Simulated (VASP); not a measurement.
# Cu (I4/mmm) in VASP: single point with PBEsol

Aim: the single point of Cu with PBEsol.

Program: VASP 6.6.1. These are calculated values, not measurements. Logs are shortened: lines on timing, memory, paths and dates and some standing lists are left out, and cuts for length are marked.

### 1 The cell of the first run

The typed cell holds 1 atom: a = 2.519 Å, b = 2.519 Å, c = 2.519 Å, α = 119.99°, β = 90.02°, γ = 119.99°.

### 2 Single point, PBEsol, collinear spin (the cell strained at random)

The input, INCAR:

```
  PREC = Accurate
  ENCUT = 520
  EDIFF = 1E-7
  ISMEAR = 1
  SIGMA = 0.1
  LREAL = False
  LASPH = True
  NELM = 150
  ALGO = Normal
  ISIF = 2
  LWAVE = False
  LCHARG = False
  ISPIN = 2
  MAGMOM = 0.6
  LORBIT = 11
  LMAXMIX = 4
  GGA = PS
  NBANDS = 16
```

The input, KPOINTS:

```
Automatic mesh
0
Gamma
  13 13 13
```

The input, POSCAR:

```
Cu
1.0
    2.4939597260     -0.1978321428      0.2963992329
   -1.0521099275      2.2639454922     -0.3382698371
   -0.3566241329     -1.2439498364      2.1615625608
Cu
1
Direct
    0.0000000000      0.0000000000      0.0000000000
```

Potentials or basis: VASP PAW PBE potentials, release 64 (Cu).

Started as:

```console
> cat potpaw_PBE.64/Cu/POTCAR > POTCAR
> mpirun -np 1 vasp_std > vasp.out
```

OUTCAR:

```text
PREC = Accurate
   ENCUT = 520
   EDIFF = 1E-7
   ISMEAR = 1
   LREAL = False
   LASPH = True
   NELM = 150
   ISIF = 2
   ISPIN = 2
   LORBIT = 11
   GGA = PS

 ion  position               nearest neighbor table
   1  0.000  0.000  0.000-

  LATTYP: Found a base centered monoclinic cell.
 ALAT       =     3.5635137452
 B/A-ratio  =     0.9996016368
 C/A-ratio  =     0.7071070062
 COS(beta)  =    -0.7070960200

  Lattice vectors:

 A1 = (  -1.0852256656,  -0.8221635130,  -2.1196919566)
 A2 = (   1.0521099275,  -2.2639454922,   0.3382698371)
 A3 = (  -1.4087340604,   1.0199956558,   1.8232927237)

Analysis of symmetry for initial positions (statically):
=====================================================================
 Subroutine PRICEL returns:
 Original cell was already a primitive cell.

 Routine SETGRP: Setting up the symmetry group for a
 base centered monoclinic supercell.

 Subroutine GETGRP returns: Found  4 space group operations
 (whereof  4 operations were pure point group operations)
 out of a pool of  4 trial point group operations.

The static configuration has the point symmetry C_2h.

Analysis of symmetry for dynamics (positions and initial velocities):
=====================================================================
 Subroutine PRICEL returns:
 Original cell was already a primitive cell.

 Routine SETGRP: Setting up the symmetry group for a
 base centered monoclinic supercell.

 Subroutine GETGRP returns: Found  4 space group operations
 (whereof  4 operations were pure point group operations)
 out of a pool of  4 trial point group operations.

The dynamic configuration has the point symmetry C_2h.

Analysis of structural, dynamic, and magnetic symmetry:
=====================================================================
 Subroutine PRICEL returns:
 Original cell was already a primitive cell.

 Routine SETGRP: Setting up the symmetry group for a
 base centered monoclinic supercell.

 Subroutine GETGRP returns: Found  4 space group operations
 (whereof  4 operations were pure point group operations)
 out of a pool of  4 trial point group operations.

The overall configuration has the point symmetry C_2h.

 Subroutine INISYM returns: Found  4 space group operations
 (whereof  4 operations are pure point group operations),
 and found     1 'primitive' translations

----------------------------------------------------------------------------------------

                                     Primitive cell

  volume of cell :      11.3086

  direct lattice vectors                    reciprocal lattice vectors
     2.493959726 -0.197832143  0.296399233     0.395527933  0.211771182  0.187127377
    -1.052109928  2.263945492 -0.338269837     0.005210260  0.486050504  0.280575062
    -0.356624133 -1.243949836  2.161562561    -0.053420477  0.047024967  0.480876977

  length of vectors
     2.519290610  2.519287791  2.519314326     0.486113191  0.561243801  0.486114968

  position of ions in fractional coordinates (direct lattice)
     0.000000000  0.000000000  0.000000000

  ion indices of the primitive-cell ions
   primitive index   ion index
                 1           1

----------------------------------------------------------------------------------------

 KPOINTS: Automatic mesh

Automatic generation of k-mesh.
 Grid dimensions read from file:
 generate k-points for:   13   13   13

 Generating k-lattice:

  Cartesian coordinates                     Fractional coordinates (reciprocal lattice)
     0.030425226  0.016290091  0.014394414     0.076923077  0.000000000 -0.000000000
     0.000400789  0.037388500  0.021582697     0.000000000  0.076923077  0.000000000
    -0.004109267  0.003617305  0.036990537     0.000000000  0.000000000  0.076923077

  Length of vectors
     0.037393322  0.043172600  0.037393459

  Shift w.r.t. Gamma in fractional coordinates (k-lattice)
     0.000000000  0.000000000  0.000000000

 Subroutine IBZKPT returns following result:
 ===========================================

 Found    595 irreducible k-points:

 Following reciprocal coordinates:
            Coordinates               Weight
  0.000000  0.000000  0.000000      1.000000
  0.076923 -0.000000  0.000000      4.000000
  0.153846  0.000000 -0.000000      4.000000
  0.230769  0.000000 -0.000000      4.000000
  0.307692  0.000000 -0.000000      4.000000
  0.384615 -0.000000  0.000000      4.000000
[... 16 lines left out ...]
  0.153846  0.153846 -0.000000      4.000000
  0.230769  0.153846  0.000000      4.000000
 [... further k-points ...]
   k-points           NKPTS =    595   k-points in BZ     NKDIM =    595   number of bands    NBANDS=     16
   number of dos      NEDOS =    301   number of ions     NIONS =      1
   total plane-waves  NPLWV =   8000
   dimension x,y,z NGX =    20 NGY =   20 NGZ =   20
   dimension x,y,z NGXF=    40 NGYF=   40 NGZF=   40
   ions per type =               1
   NGX,Y,Z   is equivalent  to a cutoff of  13.20, 13.20, 13.20 a.u.
   NGXF,Y,Z  is equivalent  to a cutoff of  26.40, 26.40, 26.40 a.u.
 SYSTEM =  unknown system
   PREC   = accura    normal or accurate (medium, high low for compatibility)
   ISTART =      0    job   : 0-new  1-cont  2-samecut
   ICHARG =      2    charge: 1-file 2-atom 10-const
   ISPIN  =      2    spin polarized calculation?
   LNONCOLLINEAR =      F non collinear calculations
   LSORBIT =      F    spin-orbit coupling
   LASPH  =      T    aspherical Exc in radial PAW
   ENCUT  =  520.0 eV  38.22 Ry    6.18 a.u.   4.68  4.68  4.68*2*pi/ulx,y,z
   NELM   =    150;   NELMIN=  2; NELMDL= -5     # of ELM steps
   EDIFF  = 0.1E-06   stopping-criterion for ELM
   LREAL  =      F    real-space projection
   EDIFFG = 0.1E-05   stopping-criterion for IOM
   NSW    =      0    number of steps for IOM
   IBRION =     -1    ionic relax: 0-MD 1-quasi-New 2-CG
   NFREE  =      0    steps in history (QN), initial steepest desc. (CG)
   ISIF   =      2    stress and relaxation
   ISYM   =      2    0-nonsym 1-usesym 2-fastsym
   POTIM  = 0.5000    time-step for ionic-motion
   TEBEG  =    0.0;   TEEND  =   0.0 temperature during run
   PSTRESS=    0.0 pullay stress
   NELECT =      11.0000    total number of electrons
   NUPDOWN=      -1.0000    fix difference up-down
   EMIN   =  10.00;   EMAX   =-10.00  energy-range for DOS
   EFERMI =   0.00;   METHOD = LEGACY
   ISMEAR =     1;   SIGMA  =   0.10  broadening in eV -4-tet -1-fermi 0-gaus
   EFERMI_NEDOS =   21; number of points for ismear=-14 and -15
   IALGO  =     38    algorithm
   IMIX   =      4    mixing-type and parameters
     AMIX     =   0.40;   BMIX     =  1.00
     AMIX_MAG =   1.60;   BMIX_MAG =  1.00
  volume/ion in A,a.u.               =      11.31        76.31
  Fermi-wavevector in a.u.,A,eV,Ry     =   1.622069  3.065266 35.798405  2.631109
  Thomas-Fermi vector in A             =   2.715742
   LORBIT       =     11    0 simple, 1 ext, 2 COOP (PROOUT), +10 PAW based schemes
   GGA     = PS    functional components
   LHFCALC =     F    Hartree Fock is set to
   AEXX    =    0.0000 exact exchange contribution
   IVDW    =     0    specifies the selected vdW correction
   LEPSILON=     F    determine dielectric tensor
   LRPA    =     F    only Hartree local field effects (RPA)
 spin polarized calculation
 Methfessel and Paxton  Order N= 1 SIGMA  =   0.10
  energy-cutoff  :      520.00
  volume of cell :       11.31
 maximum number of plane-waves:       318
   NGX =  9   NGY =  9   NGZ =  9

 number of electron      11.0000000 magnetization       0.0000044

 number of electron      11.0000000 magnetization      -0.0000012

 Free energy of the ion-electron system (eV)
  ---------------------------------------------------
  ext. energy  EPLUGINS =         0.00000000
  ---------------------------------------------------
  free energy    TOTEN  =        -4.30930949 eV

  energy without entropy =       -4.30912293  energy(sigma->0) =       -4.30924731

 E-fermi :   8.1539     XC(G=0): -13.1636

 val. band max:        8.1412219795   @ k =   0.4615  -0.4615   0.3077
 cond. band min:       8.1668628180   @ k =  -0.3846  -0.1538   0.1538
 fundamental gap:      0.0256408385
 Fermi energy:         8.1539045261

 spin component 1

 k-point     1 :       0.0000    0.0000    0.0000
  band No.  band energies     occupation
      1      -1.7768      1.00000
      2       4.7807      1.00000
      3       4.7808      1.00000
      4       4.7829      1.00000
      5       5.6698      1.00000
      6       5.6719      1.00000
[... 8 lines left out ...]
     15      45.2534      0.00000
     16      45.2548      0.00000
[... 419 lines left out ...]
 k-point    24 :       0.2308    0.1538    0.0000
  band No.  band energies     occupation
      1       2.2415      1.00000
      2       4.2137      1.00000
      3       4.7262      1.00000
      4       5.1591      1.00000
      5       6.1963      1.00000
      6       6.4853      1.00000
[... 8 lines left out ...]
     15      51.0386      0.00000
     16      53.6879      0.00000

 [... further k-points ...]

 spin component 2

 k-point     1 :       0.0000    0.0000    0.0000
  band No.  band energies     occupation
      1      -1.7768      1.00000
      2       4.7807      1.00000
      3       4.7808      1.00000
      4       4.7829      1.00000
      5       5.6698      1.00000
      6       5.6719      1.00000
[... 8 lines left out ...]
     15      45.2536      0.00000
     16      45.2548      0.00000
[... 419 lines left out ...]
 k-point    24 :       0.2308    0.1538    0.0000
  band No.  band energies     occupation
      1       2.2415      1.00000
      2       4.2137      1.00000
      3       4.7262      1.00000
      4       5.1591      1.00000
      5       6.1963      1.00000
      6       6.4853      1.00000
[... 8 lines left out ...]
     15      51.0386      0.00000
     16      53.6879      0.00000

 [... further k-points ...]

------------------------ aborting loop because EDIFF is reached ----------------------------------------

  FORCE on cell =-STRESS in cart. coord.  units (eV):
  Direction    XX          YY          ZZ          XY          YZ          ZX
  --------------------------------------------------------------------------------------
  -------------------------------------------------------------------------------------
  Total        0.0482572      0.0480172      0.0484191     -0.0003034     -0.0002629      0.0003937
  in kB        6.8369765      6.8029631      6.8599077     -0.0429859     -0.0372473      0.0557776
  external PRESSURE =       6.8332824 kB  Pullay stress =       0.0000000 kB

 VOLUME and BASIS-vectors are now :
 -----------------------------------------------------------------------------
  energy-cutoff  :      520.00
  volume of cell :       11.31
      direct lattice vectors                 reciprocal lattice vectors
     2.493959726 -0.197832143  0.296399233     0.395527933  0.211771182  0.187127377
    -1.052109928  2.263945492 -0.338269837     0.005210260  0.486050504  0.280575062
    -0.356624133 -1.243949836  2.161562561    -0.053420477  0.047024967  0.480876977

 POSITION                                       TOTAL-FORCE (eV/Angst)
 -----------------------------------------------------------------------------------
      0.00000      0.00000      0.00000         0.000000     -0.000000      0.000000
 -----------------------------------------------------------------------------------
    total drift:                               -0.000000      0.000000      0.000000

  FREE ENERGIE OF THE ION-ELECTRON SYSTEM (eV)
  ---------------------------------------------------
  free  energy   TOTEN  =        -4.3093094920 eV

  energy  without entropy=       -4.3091229336  energy(sigma->0) =       -4.30924731

 total charge

# of ion       s       p       d       tot
------------------------------------------
    1        0.465   0.419   9.171  10.055

 magnetization (x)

# of ion       s       p       d       tot
------------------------------------------
    1       -0.000   0.000   0.000   0.000
```

Run time: 88 s. Hardware: 1 thread of Intel Xeon 6975P-C (Granite Rapids), shared host; peak memory 0.26 GiB.

Results:

| Property | Result |
| --- | --- |
| Free energy | -4.3093 eV |
| Pressure | 0.7 GPa |
| Net moment | 0.00 μB per cell |
| Valence electrons inside the program's atomic spheres | Cu 10.05 |

Levels at points of the mesh, in eV from the Fermi level:
Spin up:
```tsv
k point	band 2	band 3	band 4	band 5	band 6	band 7	band 8	band 9	band 10	band 11
(0.00, 0.00, 0.00)	-3.37	-3.37	-3.37	-2.48	-2.48	22.73	25.68	25.68	25.68	28.20
```
Spin down:
| k point | band 3 | band 4 | band 5 | band 6 | band 7 | band 8 | band 9 | band 10 |
| --- | --- | --- | --- | --- | --- | --- | --- | --- |
| (0.00, 0.00, 0.00) | -3.37 | -3.37 | -2.48 | -2.48 | 22.73 | 25.68 | 25.68 | 25.68 |

Caveat: the cell differs from its parent crystal (the cell strained at random); the PAW data sets were made with another functional, which shifts forces and pressure a little.
